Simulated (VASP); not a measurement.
# KI in VASP: settings compared

KI is run at these levels: r2SCAN, HSE06; tasks: single point.

All numbers are computed with VASP 6.6.1; they aren't measurements. Logs are shortened: lines on timing, memory, paths and dates and some standing lists are left out, and cuts for length are marked.

## (1) The cell of the first run

It takes space group I4/mmm (No. 139, tetragonal). Conventional cell: a = 5.012 Å, b = 5.012 Å, c = 7.195 Å, α = 90.00°, β = 90.00°, γ = 90.00°. Within 4.7 Å of K (site symmetry 4/mmm) lie 6 I at 3.54 to 3.60 Å. I (site symmetry 4/mmm) has 6 K at 3.54 to 3.60 Å within 4.7 Å.

## (2) Single point, r2SCAN (uniaxial x strain +1.5%)

Contents of POSCAR:

```
KI
1.0
    0.0000000000      3.5442849777      3.5442849777
    3.5974492523      0.0000000000      3.5442849777
    3.5974492523      3.5442849777      0.0000000000
K I
1 1
Direct
    0.0000000000      0.0000000000      0.0000000000
    0.5000000000      0.5000000000      0.5000000000
```

Contents of INCAR.step1:

```
  PREC = Accurate
  ENCUT = 520
  ISMEAR = 0
  SIGMA = 0.01
  LREAL = F
  LASPH = T
  NELM = 60
  NBANDS = 15
  GGA = PE
  ALGO = Normal
  EDIFF = 1E-4
  LWAVE = T
  LCHARG = F
```

Contents of INCAR.step2:

```
  PREC = Accurate
  ENCUT = 520
  EDIFF = 1E-7
  ISMEAR = 0
  SIGMA = 0.01
  LREAL = F
  LASPH = T
  NELM = 60
  ALGO = Normal
  ISIF = 2
  LWAVE = F
  LCHARG = T
  METAGGA = R2SCAN
  LMIXTAU = T
  LELF = T
  LVHAR = T
  NBANDS = 15
  ISTART = 1
```

Contents of KPOINTS:

```
Automatic mesh
0
Gamma
  6 6 6
```

Potentials or basis: VASP PAW PBE potentials, release 64 (K_sv, I).

Started as:

```console
$ cat potpaw_PBE.64/K_sv/POTCAR potpaw_PBE.64/I/POTCAR > POTCAR
$ cp INCAR.step1 INCAR
$ mpirun -np 1 vasp_std > vasp.out
$ cp INCAR.step2 INCAR
$ mpirun -np 1 vasp_std > vasp.out
```

OUTCAR:

```text
PREC = Accurate
   ENCUT = 520
   EDIFF = 1E-7
   ISMEAR = 0
   LREAL = F
   LASPH = T
   NELM = 60
   ISIF = 2
   METAGGA = R2SCAN
   ISTART = 1

 ion  position               nearest neighbor table
   1  0.000  0.000  0.000-   2 3.54   2 3.54   2 3.54   2 3.54   2 3.60   2 3.60
   2  0.500  0.500  0.500-   1 3.54   1 3.54   1 3.54   1 3.54   1 3.60   1 3.60

  LATTYP: Found a body centered tetragonal cell.
 ALAT       =     5.0123758844
 C/A-ratio  =     1.4354267658

  Lattice vectors:

 A1 = (   3.5974492523,   0.0000000000,   3.5442849777)
 A2 = (   3.5974492523,   0.0000000000,  -3.5442849777)
 A3 = (  -3.5974492523,   3.5442849777,   0.0000000000)

Analysis of symmetry for initial positions (statically):
=====================================================================
 Subroutine PRICEL returns:
 Original cell was already a primitive cell.

 Routine SETGRP: Setting up the symmetry group for a
 body centered tetragonal supercell.

 Subroutine GETGRP returns: Found 16 space group operations
 (whereof 16 operations were pure point group operations)
 out of a pool of 16 trial point group operations.

The static configuration has the point symmetry D_4h.

Analysis of symmetry for dynamics (positions and initial velocities):
=====================================================================
 Subroutine PRICEL returns:
 Original cell was already a primitive cell.

 Routine SETGRP: Setting up the symmetry group for a
 body centered tetragonal supercell.

 Subroutine GETGRP returns: Found 16 space group operations
 (whereof 16 operations were pure point group operations)
 out of a pool of 16 trial point group operations.

The dynamic configuration has the point symmetry D_4h.

 Subroutine INISYM returns: Found 16 space group operations
 (whereof 16 operations are pure point group operations),
 and found     1 'primitive' translations

----------------------------------------------------------------------------------------

                                     Primitive cell

  volume of cell :      90.3820

  direct lattice vectors                    reciprocal lattice vectors
     0.000000000  3.544284978  3.544284978    -0.138987367  0.141072178  0.141072178
     3.597449252  0.000000000  3.544284978     0.138987367 -0.141072178  0.141072178
     3.597449252  3.544284978  0.000000000     0.138987367  0.141072178 -0.141072178

  length of vectors
[... 92 lines left out ...]
   PSTRESS=    0.0 pullay stress
   NELECT =      16.0000    total number of electrons
   NUPDOWN=      -1.0000    fix difference up-down
   EMIN   =  10.00;   EMAX   =-10.00  energy-range for DOS
   EFERMI =   0.00;   METHOD = LEGACY
   ISMEAR =     0;   SIGMA  =   0.01  broadening in eV -4-tet -1-fermi 0-gaus
   EFERMI_NEDOS =   21; number of points for ismear=-14 and -15
   IALGO  =     38    algorithm
   IMIX   =      4    mixing-type and parameters
     AMIX     =   0.40;   BMIX     =  1.00
     AMIX_MAG =   1.60;   BMIX_MAG =  1.00
  volume/ion in A,a.u.               =      45.19       304.96
  Fermi-wavevector in a.u.,A,eV,Ry     =   0.919223  1.737079 11.496525  0.844971
  Thomas-Fermi vector in A             =   2.044393
   LORBIT       =      0    0 simple, 1 ext, 2 COOP (PROOUT), +10 PAW based schemes
   METAGGA = R2SCAN    functional components
   LHFCALC =     F    Hartree Fock is set to
   AEXX    =    0.0000 exact exchange contribution
   IVDW    =     0    specifies the selected vdW correction
   LEPSILON=     F    determine dielectric tensor
   LRPA    =     F    only Hartree local field effects (RPA)
 non-spin polarized calculation
 Gauss-broadening in eV      SIGMA  =   0.01
  energy-cutoff  :      520.00
  volume of cell :       90.38
 maximum number of plane-waves:      2455
 NGX is ok and might be reduce to    40
   NGX = 19   NGY = 19   NGZ = 19

 number of electron      16.0000000 magnetization

 Free energy of the ion-electron system (eV)
  ---------------------------------------------------
  ext. energy  EPLUGINS =         0.00000000
  ---------------------------------------------------
  free energy    TOTEN  =       -33.98290785 eV

  energy without entropy =      -33.98290785  energy(sigma->0) =      -33.98290785

 E-fermi :  -0.7982     XC(G=0):  -7.4148

 val. band max:       -0.8798960520   @ k =   0.0000   0.0000   0.0000
 cond. band min:       3.6640931694   @ k =   0.0000   0.0000   0.0000
 fundamental gap:      4.5439892214
 Fermi energy:        -0.7981552496

 k-point     1 :       0.0000    0.0000    0.0000
  band No.  band energies     occupation
      1     -30.5828      2.00000
      2     -13.2959      2.00000
      3     -13.2944      2.00000
      4     -13.2944      2.00000
      5     -11.6569      2.00000
      6      -0.8831      2.00000
      7      -0.8799      2.00000
      8      -0.8799      2.00000
      9       3.6641      0.00000
     10       6.1209      0.00000
     11       6.2088      0.00000
     12       6.2088      0.00000
     13       6.9842      0.00000
     14       7.0449      0.00000
[... 401 lines left out ...]
      2     -13.3667      2.00000
      3     -13.3160      2.00000
      4     -13.3077      2.00000
      5     -11.4482      2.00000
      6      -1.8078      2.00000
      7      -1.5037      2.00000
      8      -1.2975      2.00000
      9       5.8467      0.00000
     10       6.2250      0.00000
     11       6.8011      0.00000
     12       8.0595      0.00000
     13       8.4979      0.00000
     14       9.0229      0.00000
     15       9.7084      0.00000

 [... further k-points ...]

------------------------ aborting loop because EDIFF is reached ----------------------------------------

  FORCE on cell =-STRESS in cart. coord.  units (eV):
  Direction    XX          YY          ZZ          XY          YZ          ZX
  --------------------------------------------------------------------------------------
  -------------------------------------------------------------------------------------
  Total       -0.2234232     -0.0168894     -0.0168894      0.0000000      0.0000000     -0.0000000
  in kB       -3.9605628     -0.2993941     -0.2993941      0.0000000      0.0000000     -0.0000000
  external PRESSURE =      -1.5197837 kB  Pullay stress =       0.0000000 kB

 VOLUME and BASIS-vectors are now :
 -----------------------------------------------------------------------------
  energy-cutoff  :      520.00
  volume of cell :       90.38
      direct lattice vectors                 reciprocal lattice vectors
     0.000000000  3.544284978  3.544284978    -0.138987367  0.141072178  0.141072178
     3.597449252  0.000000000  3.544284978     0.138987367 -0.141072178  0.141072178
     3.597449252  3.544284978  0.000000000     0.138987367  0.141072178 -0.141072178

 POSITION                                       TOTAL-FORCE (eV/Angst)
 -----------------------------------------------------------------------------------
      0.00000      0.00000      0.00000         0.000000     -0.000000     -0.000000
      3.59745      3.54428      3.54428         0.000000      0.000000      0.000000
 -----------------------------------------------------------------------------------
    total drift:                                0.000000     -0.000000     -0.000000

  FREE ENERGIE OF THE ION-ELECTRON SYSTEM (eV)
  ---------------------------------------------------
  free  energy   TOTEN  =       -33.9829078526 eV

  energy  without entropy=      -33.9829078526  energy(sigma->0) =      -33.98290785
```

OSZICAR.step1:

```text
N       E                     dE             d eps       ncg     rms          rms(c)
DAV:   1     0.881251324094E+02    0.88125E+02   -0.65101E+03   900   0.902E+02
DAV:   2    -0.577615051425E-01   -0.88183E+02   -0.82229E+02  1131   0.212E+02
DAV:   3    -0.533729495976E+01   -0.52795E+01   -0.52570E+01  1262   0.449E+01
DAV:   4    -0.564519714496E+01   -0.30790E+00   -0.30782E+00  1466   0.939E+00
DAV:   5    -0.564703145500E+01   -0.18343E-02   -0.18343E-02  1274   0.809E-01    0.292E+00
DAV:   6    -0.556032322430E+01    0.86708E-01   -0.97955E-02  1187   0.177E+00    0.209E+00
DAV:   7    -0.555559470360E+01    0.47285E-02   -0.11427E-01  1222   0.167E+00    0.785E-01
DAV:   8    -0.556114846440E+01   -0.55538E-02   -0.12163E-02   971   0.702E-01    0.129E-01
DAV:   9    -0.556165883303E+01   -0.51037E-03   -0.10287E-03  1257   0.183E-01    0.797E-02
DAV:  10    -0.556176720559E+01   -0.10837E-03   -0.11083E-04   897   0.583E-02    0.218E-02
DAV:  11    -0.556181887829E+01   -0.51673E-04   -0.67162E-05   862   0.481E-02
   1 F= -.55618189E+01 E0= -.55618189E+01  d E =-.571474E-91
```

Wall time 2.6 min (1 thread of Intel Xeon Platinum 8375C at 2.90GHz (Ice Lake), shared host); peak memory 0.27 GiB.

Results:

| Quantity | Value |
| --- | --- |
| Free energy | -33.9829 eV |
| Pressure | -0.2 GPa |
| Band gap on the k mesh | 4.54 eV |

Levels at points of the mesh, in eV from the valence-band top:
```tsv
k point	band 6	band 7	band 8	band 9	band 10	band 11
(0.00, 0.00, 0.00)	0.00	0.00	0.00	4.54	7.00	7.09
(0.50, 0.00, 0.00)	-1.26	-0.32	-0.31	5.99	8.26	8.66
(0.50, 0.50, 0.00)	-0.98	-0.38	-0.36	5.41	6.44	8.82
(0.00, 0.50, 0.50)	-0.99	-0.35	-0.35	5.42	6.44	8.79
```

Caveat: the cell differs from its parent crystal (uniaxial x strain +1.5%); the PAW data sets were made with another functional, which shifts forces and pressure a little; spin-orbit coupling is left out, which moves the levels of the heavy elements.

## (3) Single point, HSE06 (strain -0.5%)

Contents of POSCAR:

```
KI
1.0
    0.0000000000      3.5265635528      3.5265635528
    3.5265635528      0.0000000000      3.5265635528
    3.5265635528      3.5265635528      0.0000000000
K I
1 1
Direct
    0.0000000000      0.0000000000      0.0000000000
    0.5000000000      0.5000000000      0.5000000000
```

Contents of INCAR.step1:

```
SYSTEM = KI
PREC = Accurate
ENCUT = 520
EDIFF = 1E-5
ISMEAR = 0
SIGMA = 0.01
LREAL = .FALSE.
LASPH = .TRUE.
NELM = 80
ALGO = Normal
ISIF = 2
LWAVE = .TRUE.
LCHARG = .FALSE.
NBANDS = 15
GGA = PE
```

Contents of INCAR.step2:

```
SYSTEM = KI
PREC = Accurate
ENCUT = 520
EDIFF = 1E-7
ISMEAR = 0
SIGMA = 0.01
LREAL = .FALSE.
LASPH = .TRUE.
NELM = 80
ALGO = Normal
ISIF = 2
LWAVE = .FALSE.
LCHARG = .FALSE.
GGA = PE
LHFCALC = .TRUE.
HFSCREEN = 0.2079
PRECFOCK = Normal
NBANDS = 15
ISTART = 1
```

Contents of KPOINTS:

```
regular mesh
0
G
  4 4 4
  0 0 0
```

Potentials or basis: VASP PAW PBE potentials, release 64 (K_sv, I).

Started as:

```console
$ cat potpaw_PBE.64/K_sv/POTCAR potpaw_PBE.64/I/POTCAR > POTCAR
$ cp INCAR.step1 INCAR
$ mpirun -np 1 vasp_std > vasp.out
$ cp INCAR.step2 INCAR
$ mpirun -np 1 vasp_std > vasp.out
```

Run time: 9.9 min. Hardware: 1 thread of Intel Xeon Platinum 8375C at 2.90GHz (Ice Lake), shared host; peak memory 0.35 GiB.

Results (log left out):

* Free energy: -6.3990 eV
* Pressure: 0.5 GPa
* Band gap on the k mesh: 4.97 eV

Levels at points of the mesh, in eV from the valence-band top:
```csv
k point,band 6,band 7,band 8,band 9,band 10,band 11
"(0.00, 0.00, 0.00)",0.00,0.00,0.00,4.97,7.64,7.64
"(0.50, 0.00, 0.00)",-1.40,-0.35,-0.35,6.50,8.93,9.25
"(0.50, 0.50, 0.00)",-1.08,-0.40,-0.40,5.93,6.85,9.48
```

Caveat: the cell differs from its parent crystal (strain -0.5%); the PAW data sets were made with another functional, which shifts forces and pressure a little; spin-orbit coupling is left out, which moves the levels of the heavy elements.
